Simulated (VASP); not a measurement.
# TiCo (Pm-3m) in VASP: notebook

TiCo is run at these levels: PBE; tasks: single point.

Program: VASP 6.6.1. These are calculated values, not measurements. Logs are shortened: lines on timing, memory, paths and dates and some standing lists are left out, and cuts for length are marked.

**1. The cell of the first run**

It takes space group Pm-3m (No. 221, cubic). Conventional cell: a = 2.955 Å, b = 2.955 Å, c = 2.955 Å, α = 90.00°, β = 90.00°, γ = 90.00°. Within 3.4 Å of Ti (site symmetry m-3m) lie 8 Co at 2.56 Å and 6 Ti at 2.96 Å. Within 3.4 Å of Co (site symmetry m-3m) lie 8 Ti at 2.56 Å and 6 Co at 2.96 Å.

**2. Single point, PBE, collinear spin, ferromagnetic start (volume scaled by 0.97)**

INCAR reads:

```
ALGO = Normal
EDIFF = 1E-6
ENCUT = 520
GGA = PE
ISIF = 2
ISMEAR = 0
ISPIN = 2
LASPH = True
LCHARG = True
LELF = True
LMAXMIX = 4
LORBIT = 11
LREAL = False
LVHAR = True
LWAVE = False
MAGMOM = 0 1.07
NBANDS = 22
NELM = 150
PREC = Accurate
SIGMA = 0.1
```

KPOINTS reads:

```
k-points
0
Gamma
  18 18 18
```

POSCAR reads:

```
TiCo
1.0
    2.9550445493      0.0000000000      0.0000000000
    0.0000000000      2.9550445493      0.0000000000
    0.0000000000      0.0000000000      2.9550445493
Ti Co
1 1
Direct
    0.0000000000      0.0000000000      0.0000000000
    0.5000000000      0.5000000000      0.5000000000
```

Potentials or basis: VASP PAW PBE potentials, release 64 (Ti_sv, Co).

On the command line:

```bash
> cat potpaw_PBE.64/Ti_sv/POTCAR potpaw_PBE.64/Co/POTCAR > POTCAR
> mpirun -np 1 vasp_std > vasp.out
```

OUTCAR:

```text
EDIFF = 1E-6
   ENCUT = 520
   GGA = PE
   ISIF = 2
   ISMEAR = 0
   ISPIN = 2
   LASPH = True
   LORBIT = 11
   LREAL = False
   NELM = 150
   PREC = Accurate

 ion  position               nearest neighbor table
   1  0.000  0.000  0.000-   2 2.56   2 2.56   2 2.56   2 2.56   2 2.56   2 2.56   2 2.56   2 2.56

   2  0.500  0.500  0.500-   1 2.56   1 2.56   1 2.56   1 2.56   1 2.56   1 2.56   1 2.56   1 2.56

  LATTYP: Found a simple cubic cell.
 ALAT       =     2.9550445493

  Lattice vectors:

 A1 = (   2.9550445493,   0.0000000000,   0.0000000000)
 A2 = (   0.0000000000,   2.9550445493,   0.0000000000)
 A3 = (   0.0000000000,   0.0000000000,   2.9550445493)

Analysis of symmetry for initial positions (statically):
=====================================================================
 Subroutine PRICEL returns:
 Original cell was already a primitive cell.

 Routine SETGRP: Setting up the symmetry group for a
 simple cubic supercell.

 Subroutine GETGRP returns: Found 48 space group operations
 (whereof 48 operations were pure point group operations)
 out of a pool of 48 trial point group operations.

The static configuration has the point symmetry O_h .

Analysis of symmetry for dynamics (positions and initial velocities):
=====================================================================
 Subroutine PRICEL returns:
 Original cell was already a primitive cell.

 Routine SETGRP: Setting up the symmetry group for a
 simple cubic supercell.

 Subroutine GETGRP returns: Found 48 space group operations
 (whereof 48 operations were pure point group operations)
 out of a pool of 48 trial point group operations.

The dynamic configuration has the point symmetry O_h .

Analysis of structural, dynamic, and magnetic symmetry:
=====================================================================
 Subroutine PRICEL returns:
 Original cell was already a primitive cell.

 Routine SETGRP: Setting up the symmetry group for a
 simple cubic supercell.

 Subroutine GETGRP returns: Found 48 space group operations
 (whereof 48 operations were pure point group operations)
 out of a pool of 48 trial point group operations.

The overall configuration has the point symmetry O_h .

 Subroutine INISYM returns: Found 48 space group operations
 (whereof 48 operations are pure point group operations),
 and found     1 'primitive' translations

----------------------------------------------------------------------------------------

                                     Primitive cell

  volume of cell :      25.8043

  direct lattice vectors                    reciprocal lattice vectors
     2.955044549  0.000000000  0.000000000     0.338404374  0.000000000  0.000000000
     0.000000000  2.955044549  0.000000000     0.000000000  0.338404374  0.000000000
     0.000000000  0.000000000  2.955044549     0.000000000  0.000000000  0.338404374

  length of vectors
     2.955044549  2.955044549  2.955044549     0.338404374  0.338404374  0.338404374

  position of ions in fractional coordinates (direct lattice)
     0.000000000  0.000000000  0.000000000
     0.500000000  0.500000000  0.500000000

  ion indices of the primitive-cell ions
   primitive index   ion index
                 1           1
                 2           2

----------------------------------------------------------------------------------------

 KPOINTS: k-points

Automatic generation of k-mesh.
 Grid dimensions read from file:
 generate k-points for:   18   18   18

 Generating k-lattice:

  Cartesian coordinates                     Fractional coordinates (reciprocal lattice)
     0.018800243  0.000000000  0.000000000     0.055555556  0.000000000  0.000000000
     0.000000000  0.018800243  0.000000000     0.000000000  0.055555556  0.000000000
     0.000000000  0.000000000  0.018800243     0.000000000  0.000000000  0.055555556

  Length of vectors
     0.018800243  0.018800243  0.018800243

  Shift w.r.t. Gamma in fractional coordinates (k-lattice)
     0.000000000  0.000000000  0.000000000

 Subroutine IBZKPT returns following result:
 ===========================================

 Found    220 irreducible k-points:

 Following reciprocal coordinates:
            Coordinates               Weight
  0.000000  0.000000  0.000000      1.000000
  0.055556  0.000000  0.000000      6.000000
  0.111111  0.000000  0.000000      6.000000
  0.166667  0.000000  0.000000      6.000000
  0.222222  0.000000  0.000000      6.000000
  0.277778  0.000000  0.000000      6.000000
[... 16 lines left out ...]
  0.277778  0.111111  0.000000     24.000000
  0.333333  0.111111  0.000000     24.000000
 [... further k-points ...]
   k-points           NKPTS =    220   k-points in BZ     NKDIM =    220   number of bands    NBANDS=     22
   number of dos      NEDOS =    301   number of ions     NIONS =      2
   total plane-waves  NPLWV =  13824
   dimension x,y,z NGX =    24 NGY =   24 NGZ =   24
   dimension x,y,z NGXF=    48 NGYF=   48 NGZF=   48
   ions per type =               1   1
   NGX,Y,Z   is equivalent  to a cutoff of  13.50, 13.50, 13.50 a.u.
   NGXF,Y,Z  is equivalent  to a cutoff of  27.00, 27.00, 27.00 a.u.
 SYSTEM =  unknown system
   PREC   = accura    normal or accurate (medium, high low for compatibility)
   ISTART =      0    job   : 0-new  1-cont  2-samecut
   ICHARG =      2    charge: 1-file 2-atom 10-const
   ISPIN  =      2    spin polarized calculation?
   LNONCOLLINEAR =      F non collinear calculations
   LSORBIT =      F    spin-orbit coupling
   LASPH  =      T    aspherical Exc in radial PAW
   ENCUT  =  520.0 eV  38.22 Ry    6.18 a.u.   5.49  5.49  5.49*2*pi/ulx,y,z
   NELM   =    150;   NELMIN=  2; NELMDL= -5     # of ELM steps
   EDIFF  = 0.1E-05   stopping-criterion for ELM
   LREAL  =      F    real-space projection
   EDIFFG = 0.1E-04   stopping-criterion for IOM
   NSW    =      0    number of steps for IOM
   IBRION =     -1    ionic relax: 0-MD 1-quasi-New 2-CG
   NFREE  =      0    steps in history (QN), initial steepest desc. (CG)
   ISIF   =      2    stress and relaxation
   ISYM   =      2    0-nonsym 1-usesym 2-fastsym
   POTIM  = 0.5000    time-step for ionic-motion
   TEBEG  =    0.0;   TEEND  =   0.0 temperature during run
   PSTRESS=    0.0 pullay stress
   NELECT =      21.0000    total number of electrons
   NUPDOWN=      -1.0000    fix difference up-down
   EMIN   =  10.00;   EMAX   =-10.00  energy-range for DOS
   EFERMI =   0.00;   METHOD = LEGACY
   ISMEAR =     0;   SIGMA  =   0.10  broadening in eV -4-tet -1-fermi 0-gaus
   EFERMI_NEDOS =   21; number of points for ismear=-14 and -15
   IALGO  =     38    algorithm
   IMIX   =      4    mixing-type and parameters
     AMIX     =   0.40;   BMIX     =  1.00
     AMIX_MAG =   1.60;   BMIX_MAG =  1.00
  volume/ion in A,a.u.               =      12.90        87.07
  Fermi-wavevector in a.u.,A,eV,Ry     =   1.528448  2.888347 31.785280  2.336152
  Thomas-Fermi vector in A             =   2.636205
   LORBIT       =     11    0 simple, 1 ext, 2 COOP (PROOUT), +10 PAW based schemes
   GGA     = PE    functional components
   LHFCALC =     F    Hartree Fock is set to
   AEXX    =    0.0000 exact exchange contribution
   IVDW    =     0    specifies the selected vdW correction
   LEPSILON=     F    determine dielectric tensor
   LRPA    =     F    only Hartree local field effects (RPA)
 spin polarized calculation
 Gauss-broadening in eV      SIGMA  =   0.10
  energy-cutoff  :      520.00
  volume of cell :       25.80
 maximum number of plane-waves:       739
 NGX is ok and might be reduce to    24
   NGX = 11   NGY = 11   NGZ = 11

 number of electron      20.9999994 magnetization       0.8223840

 Free energy of the ion-electron system (eV)
  ---------------------------------------------------
  ext. energy  EPLUGINS =         0.00000000
  ---------------------------------------------------
  free energy    TOTEN  =       -15.66952689 eV

  energy without entropy =      -15.66053682  energy(sigma->0) =      -15.66503185

 E-fermi :  10.3479     XC(G=0): -12.7434

 val. band max:       10.3444828758   @ k =   0.5000   0.4444   0.3889
 cond. band min:      10.3490750578   @ k =   0.5000   0.4444   0.3333
 fundamental gap:      0.0045921821
 Fermi energy:        10.3479104320

 spin component 1

 k-point     1 :       0.0000    0.0000    0.0000
  band No.  band energies     occupation
      1     -46.7718      1.00000
      2     -22.8547      1.00000
      3     -22.8547      1.00000
      4     -22.8547      1.00000
      5       2.5227      1.00000
      6       6.0289      1.00000
[... 14 lines left out ...]
     21      30.3356      0.00000
     22      31.5294      0.00000
[... 552 lines left out ...]
  band No.  band energies     occupation
      1     -46.7407      1.00000
      2     -23.1004      1.00000
      3     -22.8734      1.00000
      4     -22.8329      1.00000
      5       4.7292      1.00000
      6       6.7169      1.00000
[... 14 lines left out ...]
     21      28.8634      0.00000
     22      29.7029      0.00000

 [... further k-points ...]

 spin component 2

 k-point     1 :       0.0000    0.0000    0.0000
  band No.  band energies     occupation
      1     -46.7699      1.00000
      2     -22.8534      1.00000
      3     -22.8534      1.00000
      4     -22.8534      1.00000
      5       2.5239      1.00000
      6       6.6518      1.00000
[... 14 lines left out ...]
     21      30.5035      0.00000
     22      31.4323      0.00000
[... 552 lines left out ...]
  band No.  band energies     occupation
      1     -46.7385      1.00000
      2     -23.1013      1.00000
      3     -22.8723      1.00000
      4     -22.8315      1.00000
      5       4.7550      1.00000
      6       7.2579      1.00000
[... 14 lines left out ...]
     21      28.9432      0.00000
     22      29.6199      0.00000

 [... further k-points ...]

------------------------ aborting loop because EDIFF is reached ----------------------------------------

  FORCE on cell =-STRESS in cart. coord.  units (eV):
  Direction    XX          YY          ZZ          XY          YZ          ZX
  --------------------------------------------------------------------------------------
  -------------------------------------------------------------------------------------
  Total        0.7606882      0.7606882      0.7606882      0.0000000      0.0000000      0.0000000
  in kB       47.2307827     47.2307827     47.2307827      0.0000000      0.0000000      0.0000000
  external PRESSURE =      47.2307827 kB  Pullay stress =       0.0000000 kB

 VOLUME and BASIS-vectors are now :
 -----------------------------------------------------------------------------
  energy-cutoff  :      520.00
  volume of cell :       25.80
      direct lattice vectors                 reciprocal lattice vectors
     2.955044549  0.000000000  0.000000000     0.338404374  0.000000000  0.000000000
     0.000000000  2.955044549  0.000000000     0.000000000  0.338404374  0.000000000
     0.000000000  0.000000000  2.955044549     0.000000000  0.000000000  0.338404374

 POSITION                                       TOTAL-FORCE (eV/Angst)
 -----------------------------------------------------------------------------------
      0.00000      0.00000      0.00000         0.000000      0.000000      0.000000
      1.47752      1.47752      1.47752         0.000000      0.000000      0.000000
 -----------------------------------------------------------------------------------
    total drift:                                0.000000      0.000000     -0.000000

  FREE ENERGIE OF THE ION-ELECTRON SYSTEM (eV)
  ---------------------------------------------------
  free  energy   TOTEN  =       -15.6695268858 eV

  energy  without entropy=      -15.6605368153  energy(sigma->0) =      -15.66503185

 total charge

# of ion       s       p       d       tot
------------------------------------------
    1        2.255   6.191   1.885  10.331
    2        0.538   0.480   7.324   8.341
--------------------------------------------------
tot          2.792   6.671   9.209  18.672

 magnetization (x)

# of ion       s       p       d       tot
------------------------------------------
    1       -0.002  -0.012  -0.002  -0.015
    2        0.028  -0.004   0.854   0.878
--------------------------------------------------
tot          0.026  -0.016   0.853   0.863
```

Run time: 2.7 min. Hardware: 1 thread of Intel Xeon Platinum 8259CL at 2.50GHz (Skylake/Cascade Lake), shared host; peak memory 0.31 GiB.

What came out:

```yaml
Free_energy: -15.6695 eV
Pressure: 4.7 GPa
Net_moment: 0.82 μB per cell
Site_moments: Ti -0.01; Co +0.88 μB
Valence_electrons_inside_the_program's_atomic_spheres: Ti 10.33; Co 8.34
```

Caveat: the cell differs from its parent crystal (volume scaled by 0.97).

**3. Single point, PBE, collinear spin, ferromagnetic start**

This run uses another cell than the first one, of 13.30 Å³/atom, 1.031 times its volume.

INCAR reads:

```
ALGO = Normal
EDIFF = 1E-6
ENCUT = 520
GGA = PE
ISIF = 2
ISMEAR = 0
ISPIN = 2
LASPH = True
LCHARG = False
LMAXMIX = 4
LORBIT = 11
LREAL = False
LWAVE = False
MAGMOM = 0 0.6
NBANDS = 22
NELM = 150
PREC = Accurate
SIGMA = 0.1
```

KPOINTS is that of step 2.

POSCAR reads:

```
TiCo
1.0
    2.9852001478      0.0000000000      0.0000000000
    0.0000000000      2.9852001478      0.0000000000
    0.0000000000      0.0000000000      2.9852001478
Ti Co
1 1
Direct
    0.0000000000      0.0000000000      0.0000000000
    0.5000000000      0.5000000000      0.5000000000
```

Potentials or basis: VASP PAW PBE potentials, release 64 (Ti_sv, Co).

On the command line:

```bash
> cat potpaw_PBE.64/Ti_sv/POTCAR potpaw_PBE.64/Co/POTCAR > POTCAR
> mpirun -np 1 vasp_std > vasp.out
```

OUTCAR:

```text
EDIFF = 1E-6
   ENCUT = 520
   GGA = PE
   ISIF = 2
   ISMEAR = 0
   ISPIN = 2
   LASPH = True
   LORBIT = 11
   LREAL = False
   NELM = 150
   PREC = Accurate

 ion  position               nearest neighbor table
   1  0.000  0.000  0.000-   2 2.59   2 2.59   2 2.59   2 2.59   2 2.59   2 2.59   2 2.59   2 2.59

   2  0.500  0.500  0.500-   1 2.59   1 2.59   1 2.59   1 2.59   1 2.59   1 2.59   1 2.59   1 2.59

  LATTYP: Found a simple cubic cell.
 ALAT       =     2.9852001478

  Lattice vectors:

 A1 = (   2.9852001478,   0.0000000000,   0.0000000000)
 A2 = (   0.0000000000,   2.9852001478,   0.0000000000)
 A3 = (   0.0000000000,   0.0000000000,   2.9852001478)

Analysis of symmetry for initial positions (statically):
=====================================================================
 Subroutine PRICEL returns:
 Original cell was already a primitive cell.

 Routine SETGRP: Setting up the symmetry group for a
 simple cubic supercell.

 Subroutine GETGRP returns: Found 48 space group operations
 (whereof 48 operations were pure point group operations)
 out of a pool of 48 trial point group operations.
[... 792 lines left out ...]
  band No.  band energies     occupation
      1     -47.2253      1.00000
      2     -23.3181      1.00000
      3     -23.3181      1.00000
      4     -23.3181      1.00000
      5       2.2423      1.00000
      6       6.4269      1.00000
[... 589 lines left out ...]
     21      28.1554      0.00000
     22      28.8520      0.00000

 [... further k-points ...]
[... 5 lines left out ...]
  --------------------------------------------------------------------------------------
  -------------------------------------------------------------------------------------
  Total       -0.0914951     -0.0914951     -0.0914951     -0.0000000      0.0000000     -0.0000000
  in kB       -5.5104637     -5.5104637     -5.5104637     -0.0000000      0.0000000     -0.0000000
  external PRESSURE =      -5.5104637 kB  Pullay stress =       0.0000000 kB

 VOLUME and BASIS-vectors are now :
 -----------------------------------------------------------------------------
  energy-cutoff  :      520.00
  volume of cell :       26.60
      direct lattice vectors                 reciprocal lattice vectors
     2.985200148  0.000000000  0.000000000     0.334985914  0.000000000  0.000000000
     0.000000000  2.985200148  0.000000000     0.000000000  0.334985914  0.000000000
     0.000000000  0.000000000  2.985200148     0.000000000  0.000000000  0.334985914

 POSITION                                       TOTAL-FORCE (eV/Angst)
 -----------------------------------------------------------------------------------
      0.00000      0.00000      0.00000         0.000000      0.000000      0.000000
      1.49260      1.49260      1.49260         0.000000      0.000000      0.000000
 -----------------------------------------------------------------------------------
    total drift:                                0.000000      0.000000     -0.000000

  FREE ENERGIE OF THE ION-ELECTRON SYSTEM (eV)
  ---------------------------------------------------
  free  energy   TOTEN  =       -15.6798909473 eV

  energy  without entropy=      -15.6710166524  energy(sigma->0) =      -15.67545380

 total charge

# of ion       s       p       d       tot
------------------------------------------
    1        2.247   6.181   1.858  10.286
    2        0.526   0.462   7.301   8.288
--------------------------------------------------
tot          2.773   6.642   9.159  18.575

 magnetization (x)

# of ion       s       p       d       tot
------------------------------------------
    1       -0.002  -0.013  -0.018  -0.033
    2        0.028  -0.005   0.918   0.941
--------------------------------------------------
tot          0.026  -0.018   0.900   0.908
```

It took 2.5 min on 1 thread of Intel Xeon Platinum 8259CL at 2.50GHz (Skylake/Cascade Lake), shared host; peak memory 0.31 GiB.

Results:

| Property | Result |
| --- | --- |
| Free energy | -15.6799 eV |
| Pressure | -0.6 GPa |
| Net moment | 0.86 μB per cell |
| Site moments | Ti -0.03; Co +0.94 μB |
| Valence electrons inside the program's atomic spheres | Ti 10.29; Co 8.29 |
